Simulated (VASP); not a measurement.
The system is SnSe2.

```
Sn Se
1.0
     3.83121    0.00356   -0.00226
     1.91337    3.31971    0.02495
     1.85185    0.67700    7.32434
Sn Se
1 2
Direct
  0.00000 0.00000 0.00000
  0.74677 0.71406 0.78441
  0.25323 0.28594 0.21559
```

| Item | Value |
| --- | --- |
| Program | VASP 6.6.1 |
| Task | relaxation of shape and atoms at fixed volume |
| Functional | PBE |
| Potentials or basis | VASP PAW PBE potentials, release 64 (Sn_d, Se) |
| Cutoff | 600 eV |
| k mesh | 8 × 8 × 4 |
| Occupations | gaussian, width 0.02 eV |
| Spin | no spin polarisation |

At the start: pressure 1.7 GPa; volume 31.02 Å³/atom.

Question: How do energy, volume and symmetry change on relaxing?

Answer: Over 7 steps the energy falls by 4.9 meV/atom; space group C2/m (No. 12, to 0.1 Å) before and after.

Step by step:
```csv
step,energy change (eV),largest force (eV/Å),pressure (GPa),volume (Å³)
1,0.0000,0.2877,1.68,93.05
2,-0.0064,0.1608,1.24,93.05
3,-0.0097,0.0361,0.55,93.05
4,-0.0136,0.0261,0.27,93.05
5,-0.0147,0.0186,0.02,93.05
6,-0.0147,0.0182,0.01,93.05
7,-0.0147,0.0038,0.06,93.05
```

Final structure:
```
Sn Se
1.0
     3.86943    0.00306   -0.00291
     1.93199    3.35383    0.02595
     1.86881    0.68780    7.17772
Sn Se
1 2
Direct
  0.00000 0.00000 0.00000
  0.74923 0.71577 0.77757
  0.25077 0.28423 0.22243
```

Where two steps share one volume, the run began anew on that cell with a basis built for it.
